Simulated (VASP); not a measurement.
Ir, 2 atoms in the cell. It takes space group P6_3/mmc (No. 194, hexagonal). The conventional cell has a = 2.719 Å, b = 2.719 Å, c = 4.408 Å, α = 90.00°, β = 90.00°, γ = 120.00°. Within 3.6 Å of Ir (site symmetry -6m2) lie 12 Ir at 2.71 to 2.72 Å. This isn't the form of Ir at room conditions, which is fcc.

| Quantity | Value |
| --- | --- |
| Program | VASP 6.6.1 |
| Task | single point |
| Functional | PBEsol |
| Potentials or basis | VASP PAW PBE potentials, release 64 (Ir_sv_GW) |
| Cutoff | 560 eV |
| k mesh | 21 × 21 × 12 |
| Occupations | gaussian, width 0.15 eV |
| Spin | collinear spin |
| Starting moments | [0.3, 0.3] μB |
| Fixed moment | 0.6 μB |
| Dipole correction | no |
| Further INCAR settings | ALGO = Normal; EDIFF = 1e-06; NBANDS = 28 |

Potentials or basis: VASP PAW PBE potentials, release 64 (Ir_sv_GW).

The run is started by

```sh
$ cat potpaw_PBE.64/Ir_sv_GW/POTCAR > POTCAR
$ mpirun -np 1 vasp_std > vasp.out
```

Hardware: 1 thread of Intel(R) Xeon(R) 6975P-C (Granite Rapids) (shared host).

Task: Estimate the wall time of this run.

Result: It took 4.2 min on 1 thread of Intel(R) Xeon(R) 6975P-C (Granite Rapids) (shared host), peak memory 0.48 GiB. Counts: scf iterations 14, k points 336.
